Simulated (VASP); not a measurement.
# CO in VASP: notebook

CO is run at these levels: PBE+D3(BJ); tasks: single point, molecular dynamics.

Everything below comes from runs of VASP 6.6.1. Logs are shortened: lines on timing, memory, paths and dates and some standing lists are left out, and cuts for length are marked.

### Step 1. The cell of the first run

The cell holds an amorphous packing of atoms, 16 atoms: a = 7.742 Å, b = 7.742 Å, c = 7.742 Å, α = 90.00°, β = 90.00°, γ = 90.00°.

### Step 2. Single point, PBE+D3(BJ)

File INCAR:

```
SYSTEM = CO
  PREC = Accurate
  ENCUT = 520
  EDIFF = 1E-6
  ISMEAR = -1
  SIGMA = 0.05
  LREAL = Auto
  LASPH = .True.
  NELM = 60
  ALGO = Normal
  ISIF = 2
  LWAVE = .False.
  LCHARG = .True.
  GGA = PE
  IVDW = 12
  LELF = .True.
  LVHAR = .True.
  NBANDS = 54
```

File KPOINTS:

```
Automatic mesh
0
Gamma
  1 1 1
  0 0 0
```

File POSCAR:

```
CO
1.0
    7.7417530000      0.0000000000      0.0000000000
    0.0000000000      7.7417530000      0.0000000000
    0.0000000000      0.0000000000      7.7417530000
O C
8 8
Direct
    0.0873058079     -0.0085381179      0.9477052549
    0.6227142612      0.2368326657      0.8902376503
    0.2023185188      0.1960796218      0.4425612649
    0.4862852121      0.7390186693     -0.0545096182
    0.4539281995      0.6491423842      0.5174151126
    0.9371262555      0.4978846522      0.9789514080
    0.7800171357      0.3456193965      0.3428293308
    0.7501660154      0.9204633628      0.4687310484
   -0.0413730585      0.0602189194      0.9260176603
    0.4792583799      0.2487550300      0.8596631796
    0.2367680808      0.1194303151      0.3179770783
    0.5740172801      0.7355310871      0.0596247387
    0.3050859411      0.6439368448      0.5180351272
    0.9979135217      0.5202826802      0.8485804184
    0.7346656500      0.4867889740      0.3408659512
    0.8953786048      0.8860654686      0.4696481533
```

Potentials or basis: VASP PAW PBE potentials, release 64 (O, C).

Launch:

```
$ cat potpaw_PBE.64/O/POTCAR potpaw_PBE.64/C/POTCAR > POTCAR
$ mpirun -np 1 vasp_gam > vasp.out
```

OUTCAR:

```text
SYSTEM = CO
   PREC = Accurate
   ENCUT = 520
   EDIFF = 1E-6
   ISMEAR = -1
   LREAL = Auto
   LASPH = .True.
   NELM = 60
   ISIF = 2
   GGA = PE
   IVDW = 12
 IVDW          = 12

 ion  position               nearest neighbor table
   1  0.087  0.991  0.948-   9 1.14
   2  0.623  0.237  0.890-  10 1.14
   3  0.202  0.196  0.443-  11 1.16
   4  0.486  0.739  0.945-  12 1.11
   5  0.454  0.649  0.517-  13 1.15
   6  0.937  0.498  0.979-  14 1.13
[... 8 lines left out ...]
  15  0.735  0.487  0.341-   7 1.15
  16  0.895  0.886  0.470-   8 1.16

  LATTYP: Found a simple cubic cell.
 ALAT       =     7.7417530000

  Lattice vectors:

 A1 = (   7.7417530000,   0.0000000000,   0.0000000000)
 A2 = (   0.0000000000,   7.7417530000,   0.0000000000)
 A3 = (   0.0000000000,   0.0000000000,   7.7417530000)

Analysis of symmetry for initial positions (statically):
=====================================================================
 Subroutine PRICEL returns:
 Original cell was already a primitive cell.

 Routine SETGRP: Setting up the symmetry group for a
 simple cubic supercell.

 Subroutine GETGRP returns: Found  1 space group operations
 (whereof  1 operations were pure point group operations)
 out of a pool of 48 trial point group operations.

The static configuration has the point symmetry C_1 .

Analysis of symmetry for dynamics (positions and initial velocities):
=====================================================================
 Subroutine PRICEL returns:
 Original cell was already a primitive cell.

 Routine SETGRP: Setting up the symmetry group for a
 simple cubic supercell.

 Subroutine GETGRP returns: Found  1 space group operations
 (whereof  1 operations were pure point group operations)
 out of a pool of 48 trial point group operations.

The dynamic configuration has the point symmetry C_1 .

 Subroutine INISYM returns: Found  1 space group operations
 (whereof  1 operations are pure point group operations),
 and found     1 'primitive' translations

----------------------------------------------------------------------------------------

                                     Primitive cell

  volume of cell :     463.9999

  direct lattice vectors                    reciprocal lattice vectors
     7.741753000  0.000000000  0.000000000     0.129169711  0.000000000  0.000000000
     0.000000000  7.741753000  0.000000000     0.000000000  0.129169711  0.000000000
     0.000000000  0.000000000  7.741753000     0.000000000  0.000000000  0.129169711

  length of vectors
     7.741753000  7.741753000  7.741753000     0.129169711  0.129169711  0.129169711

  position of ions in fractional coordinates (direct lattice)
     0.087305808  0.991461882  0.947705255
     0.622714261  0.236832666  0.890237650
     0.202318519  0.196079622  0.442561265
     0.486285212  0.739018669  0.945490382
     0.453928199  0.649142384  0.517415113
     0.937126255  0.497884652  0.978951408
[... 8 lines left out ...]
     0.734665650  0.486788974  0.340865951
     0.895378605  0.886065469  0.469648153

  ion indices of the primitive-cell ions
   primitive index   ion index
                 1           1
                 2           2
                 3           3
                 4           4
                 5           5
                 6           6
[... 8 lines left out ...]
                15          15
                16          16

----------------------------------------------------------------------------------------

 KPOINTS: Automatic mesh

Automatic generation of k-mesh.
 Grid dimensions read from file:
 generate k-points for:    1    1    1

 Generating k-lattice:

  Cartesian coordinates                     Fractional coordinates (reciprocal lattice)
     0.129169711  0.000000000  0.000000000     1.000000000  0.000000000  0.000000000
     0.000000000  0.129169711  0.000000000     0.000000000  1.000000000  0.000000000
     0.000000000  0.000000000  0.129169711     0.000000000  0.000000000  1.000000000

  Length of vectors
     0.129169711  0.129169711  0.129169711

  Shift w.r.t. Gamma in fractional coordinates (k-lattice)
     0.000000000  0.000000000  0.000000000

 Subroutine IBZKPT returns following result:
 ===========================================

 Found      1 irreducible k-points:

 Following reciprocal coordinates:
            Coordinates               Weight
  0.000000  0.000000  0.000000      1.000000
   k-points           NKPTS =      1   k-points in BZ     NKDIM =      1   number of bands    NBANDS=     54
   number of dos      NEDOS =    301   number of ions     NIONS =     16
   total plane-waves  NPLWV = 216000
   dimension x,y,z NGX =    60 NGY =   60 NGZ =   60
   dimension x,y,z NGXF=   120 NGYF=  120 NGZF=  120
   ions per type =               8   8
   NGX,Y,Z   is equivalent  to a cutoff of  12.88, 12.88, 12.88 a.u.
   NGXF,Y,Z  is equivalent  to a cutoff of  25.77, 25.77, 25.77 a.u.
 SYSTEM =  CO
   PREC   = accura    normal or accurate (medium, high low for compatibility)
   ISTART =      0    job   : 0-new  1-cont  2-samecut
   ICHARG =      2    charge: 1-file 2-atom 10-const
   ISPIN  =      1    spin polarized calculation?
   LNONCOLLINEAR =      F non collinear calculations
   LSORBIT =      F    spin-orbit coupling
   LASPH  =      T    aspherical Exc in radial PAW
   ENCUT  =  520.0 eV  38.22 Ry    6.18 a.u.  14.39 14.39 14.39*2*pi/ulx,y,z
   NELM   =     60;   NELMIN=  2; NELMDL= -5     # of ELM steps
   EDIFF  = 0.1E-05   stopping-criterion for ELM
   LREAL  =      T    real-space projection
   EDIFFG = 0.1E-04   stopping-criterion for IOM
   NSW    =      0    number of steps for IOM
   IBRION =     -1    ionic relax: 0-MD 1-quasi-New 2-CG
   NFREE  =      0    steps in history (QN), initial steepest desc. (CG)
   ISIF   =      2    stress and relaxation
   ISYM   =      2    0-nonsym 1-usesym 2-fastsym
   POTIM  = 0.5000    time-step for ionic-motion
   TEBEG  =    0.0;   TEEND  =   0.0 temperature during run
   PSTRESS=    0.0 pullay stress
   NELECT =      80.0000    total number of electrons
   NUPDOWN=      -1.0000    fix difference up-down
   EMIN   =  10.00;   EMAX   =-10.00  energy-range for DOS
   EFERMI =   0.00;   METHOD = LEGACY
   ISMEAR =    -1;   SIGMA  =   0.05  broadening in eV -4-tet -1-fermi 0-gaus
   EFERMI_NEDOS =   21; number of points for ismear=-14 and -15
   IALGO  =     38    algorithm
   IMIX   =      4    mixing-type and parameters
     AMIX     =   0.40;   BMIX     =  1.00
     AMIX_MAG =   1.60;   BMIX_MAG =  1.00
  volume/ion in A,a.u.               =      29.00       195.70
  Fermi-wavevector in a.u.,A,eV,Ry     =   0.911169  1.721859 11.295946  0.830229
  Thomas-Fermi vector in A             =   2.035417
   LORBIT       =      0    0 simple, 1 ext, 2 COOP (PROOUT), +10 PAW based schemes
   GGA     = PE    functional components
   LHFCALC =     F    Hartree Fock is set to
   AEXX    =    0.0000 exact exchange contribution
   IVDW    =    12    specifies the selected vdW correction
   LEPSILON=     F    determine dielectric tensor
   LRPA    =     F    only Hartree local field effects (RPA)
 non-spin polarized calculation
  energy-cutoff  :      520.00
  volume of cell :      464.00
 maximum number of plane-waves:      6267
 NGX is ok and might be reduce to    60
   NGX = 29   NGY = 29   NGZ = 29

 number of electron      79.9999988 magnetization

 Free energy of the ion-electron system (eV)
  ---------------------------------------------------
  ext. energy  EPLUGINS =         0.00000000
  ---------------------------------------------------
  free energy    TOTEN  =      -118.10159581 eV

  energy without entropy =     -118.10159581  energy(sigma->0) =     -118.10159581

 E-fermi :  -4.5010     XC(G=0):  -5.5765

 val. band max:       -5.7401565720   @ k =   0.0000   0.0000   0.0000
 cond. band min:       0.1200158551   @ k =   0.0000   0.0000   0.0000
 fundamental gap:      5.8601724271
 Fermi energy:        -4.5010206094

 k-point     1 :       0.0000    0.0000    0.0000
  band No.  band energies     occupation
      1     -26.9902      2.00000
      2     -26.8114      2.00000
      3     -26.5917      2.00000
      4     -26.4923      2.00000
      5     -26.3121      2.00000
      6     -26.2291      2.00000
[... 44 lines left out ...]
     51       0.8075      0.00000
     52       0.9190      0.00000
 [bands above 52 left out]

------------------------ aborting loop because EDIFF is reached ----------------------------------------

 Edisp (eV)   -0.69334

 E8    (eV) :    -0.1723

  FORCE on cell =-STRESS in cart. coord.  units (eV):
  Direction    XX          YY          ZZ          XY          YZ          ZX
  --------------------------------------------------------------------------------------
  -------------------------------------------------------------------------------------
  Total       0.09247    -1.20139     2.44323     0.31911    -1.51132     1.65290
  in kB       0.31929    -4.14836     8.43638     1.10187    -5.21853     5.70743
  external pressure =        1.54 kB  Pullay stress =        0.00 kB

 VOLUME and BASIS-vectors are now :
 -----------------------------------------------------------------------------
  energy-cutoff  :      520.00
  volume of cell :      464.00
      direct lattice vectors                 reciprocal lattice vectors
     7.741753000  0.000000000  0.000000000     0.129169711  0.000000000  0.000000000
     0.000000000  7.741753000  0.000000000     0.000000000  0.129169711  0.000000000
     0.000000000  0.000000000  7.741753000     0.000000000  0.000000000  0.129169711

 POSITION                                       TOTAL-FORCE (eV/Angst)
 -----------------------------------------------------------------------------------
      0.67590      7.67565      7.33690         0.110075     -0.101940     -0.006852
      4.82090      1.83350      6.89200         0.222046      0.065603      0.077910
      1.56630      1.51800      3.42620         0.504029     -1.062972     -1.765303
      3.76470      5.72130      7.31975        -2.248832      0.054097     -2.884822
      3.51420      5.02550      4.00570        -1.162650      0.007229      0.149438
      7.25500      3.85450      7.57880        -0.791683     -0.278335      1.758704
[... 8 lines left out ...]
      5.68760      3.76860      2.63890         0.353570     -0.537263      0.037267
      6.93180      6.85970      3.63590        -1.374847      0.302611     -0.027889
 -----------------------------------------------------------------------------------
    total drift:                               -0.004075      0.007158     -0.002273

  FREE ENERGIE OF THE ION-ELECTRON SYSTEM (eV)
  ---------------------------------------------------
  free  energy   TOTEN  =      -118.7949346917 eV

  energy  without entropy=     -118.7949346916  energy(sigma->0) =     -118.79493469
```

It took 60 s on 1 thread of AMD EPYC 7R43 (Zen 3), shared host; peak memory 0.37 GiB.

What came out:

* Free energy: -118.7949 eV
* Pressure: 0.2 GPa
* Largest force: 3.658 eV/Å
* Band gap on the k mesh: 5.86 eV
* Dispersion energy per atom: -0.043 eV

Forces on the atoms (eV/Å):
```
O    0.110 -0.102 -0.007
O    0.222  0.066  0.078
O    0.504 -1.063 -1.765
O   -2.249  0.054 -2.885
O   -1.163  0.007  0.149
O   -0.792 -0.278  1.759
O   -0.150  0.338 -0.002
O    1.325 -0.251  0.028
C    0.057 -0.083 -0.035
C   -0.438  0.043 -0.101
C   -0.433  1.102  1.812
C    2.187  0.061  2.790
C    1.014  0.034 -0.056
C    0.826  0.307 -1.775
C    0.354 -0.537  0.037
C   -1.375  0.303 -0.028
```

Levels at points of the mesh, in eV from the valence-band top:
```csv
k point,band 38,band 39,band 40,band 41,band 42,band 43
"(0.00, 0.00, 0.00)",-0.34,-0.15,0.00,5.86,5.88,6.01
```

Caveat: the k points lie up to 0.81 Å⁻¹ apart.

[end of part 1 of 2]
